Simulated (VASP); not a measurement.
**Ni: relaxation of cell and atoms with RPBE**

The system is Ni.

```
CELL_PARAMETERS angstrom
2.27759 0.00000 0.00000
0.00000 2.27759 0.00000
0.00000 0.00000 2.27759
ATOMIC_POSITIONS crystal
Ni 0.00000 0.00000 0.00000
```

This isn't the form of Ni at room conditions, which is fcc.

```json
{
 "Program": "VASP 6.6.1",
 "Task": "relaxation of cell and atoms",
 "Functional": "RPBE",
 "Potentials or basis": "VASP PAW PBE potentials, release 64 (Ni)",
 "Cutoff": "600 eV",
 "k mesh": "14 × 14 × 14",
 "Occupations": "fermi-dirac, width 0.1 eV",
 "Spin": "no spin polarisation",
 "Dipole correction": "no",
 "Further INCAR settings": "ALGO = Normal; EDIFF = 1e-07; IBRION = 2; EDIFFG = -0.01; NSW = 80; ISIF = 3"
}
```

```yaml
Relaxed_volume: 13.01 Å³/atom
Relaxed_cell: a = 2.352 Å, b = 2.352 Å, c = 2.352 Å, α = 90.00°, β = 90.00°, γ = 90.00°
Space_group_after_relaxing_to_0.1_Å: Pm-3m (No. 221)
Energy_gained_by_relaxing: 52.7 meV/atom
Ionic_steps: 3
Pressure_after_relaxing: 0.0 GPa
Band_gap_on_the_k_mesh: zero (bands 5 and 6 overlap by 1.22 eV)
```

Step by step:
| step | energy change (eV) | largest force (eV/Å) | pressure (GPa) | volume (Å³) |
| --- | --- | --- | --- | --- |
| 1 | 0.0000 | 0.0000 | 15.58 | 11.81 |
| 2 | -0.0318 | 0.0000 | -7.10 | 13.89 |
| 3 | -0.0527 | 0.0000 | -0.02 | 13.01 |

Final structure:
```yaml
crystal:
  lattice:
    - [2.35193, 0.00000, 0.00000]
    - [0.00000, 2.35193, 0.00000]
    - [0.00000, 0.00000, 2.35193]
  atoms:
    - { symbol: Ni, position: [0.00000, 0.00000, 0.00000] }
```

Levels at points of the mesh, in eV from the Fermi level:
| k point | band 1 | band 2 | band 3 | band 4 | band 5 | band 6 | band 7 | band 8 | band 9 |
| --- | --- | --- | --- | --- | --- | --- | --- | --- | --- |
| (0.00, 0.00, 0.00) | -7.69 | -3.12 | -3.12 | 0.04 | 0.04 | 0.04 | 19.17 | 19.17 | 19.17 |
| (0.50, 0.00, 0.00) | -3.57 | -2.71 | -0.96 | -0.96 | -0.89 | 0.12 | 3.71 | 24.17 | 26.32 |
| (0.50, 0.50, 0.00) | -3.69 | -2.40 | -0.76 | -0.76 | 0.71 | 5.21 | 5.21 | 11.07 | 11.17 |
| (0.50, 0.50, 0.50) | -2.78 | -2.78 | -2.78 | 0.77 | 0.77 | 11.63 | 11.63 | 11.63 | 13.71 |

Run time: 33 s on 1 thread of Intel Xeon 8259CL (shared host), peak memory 0.14 GiB.

Caveat: the PAW data sets were made with another functional, which shifts forces and pressure a little; the run has no spin polarisation, though such a crystal can be magnetic. Spin polarisation is off, so any magnetic state and its effect on volume and gap are missing.
